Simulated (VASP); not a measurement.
Wanted: the native input for a VASP 6.6.1 run.

```yaml
Task: relaxation of cell and atoms
Functional: PBEsol
Potentials_or_basis: VASP PAW PBE potentials, release 64 (Al)
Cutoff: 600 eV
k_mesh: 8 × 8 × 8
Occupations: fermi-dirac, width 0.05 eV
Spin: no spin polarisation
Target_pressure: 40 GPa
Dipole_correction: no
Further_INCAR_settings: ALGO = Normal; EDIFF = 1e-06; IBRION = 2; EDIFFG = -0.03; NSW = 60; ISIF = 3
```

The structure of Al lies in POSCAR:

```
Al
1.0
    0.0000000000      2.7850000000      2.7850000000
    2.7850000000      0.0000000000      2.7850000000
    2.7850000000      2.7850000000      0.0000000000
Al
2
Direct
    0.0000000000      0.0000000000      0.0000000000
    0.2500000000      0.2500000000      0.2500000000
```

One way to write it, as run:

INCAR

```
ALGO = Normal ; EDIFF = 1E-6
EDIFFG = -0.03 ; ENCUT = 600
GGA = PS ; IBRION = 2
ISIF = 3 ; ISMEAR = -1
LASPH = True ; LCHARG = False
LREAL = False ; LWAVE = False
NELM = 80 ; NSW = 60
PREC = Accurate ; PSTRESS = 400.0
SIGMA = 0.05
```

KPOINTS

```
k-points
0
Gamma
  8 8 8
```

Potentials or basis: VASP PAW PBE potentials, release 64 (Al).

The run is started by

```sh
$ cat potpaw_PBE.64/Al/POTCAR > POTCAR
$ mpirun -np 1 vasp_std > vasp.out
```

It gave:

```
Relaxed volume                                         : 17.49 Å³/atom
Relaxed cell                                           : a = 3.671 Å, b = 3.671 Å, c = 3.671 Å, α = 60.00°, β = 60.00°, γ = 60.00°
Space group after relaxing (to 0.05 Å)                 : Fd-3m (No. 227)
Energy change on relaxing (the enthalpy is what falls) : +644.5 meV/atom
Ionic steps                                            : 5
Pressure after relaxing                                : 40.0 GPa
Band gap on the k mesh                                 : zero (band 3 reaches 9.47 eV, above the bottom of band 4 at 3.87 eV)
```

Caveat: the cell is relaxed towards a set pressure, so the enthalpy falls and the energy may rise; the volume moved by over 15 % at a fixed basis, so the end points are rough; the PAW data sets were made with another functional, which shifts forces and pressure a little.

Run time: 43 s on 1 thread of Intel Xeon 8259CL (shared host), peak memory 0.18 GiB.
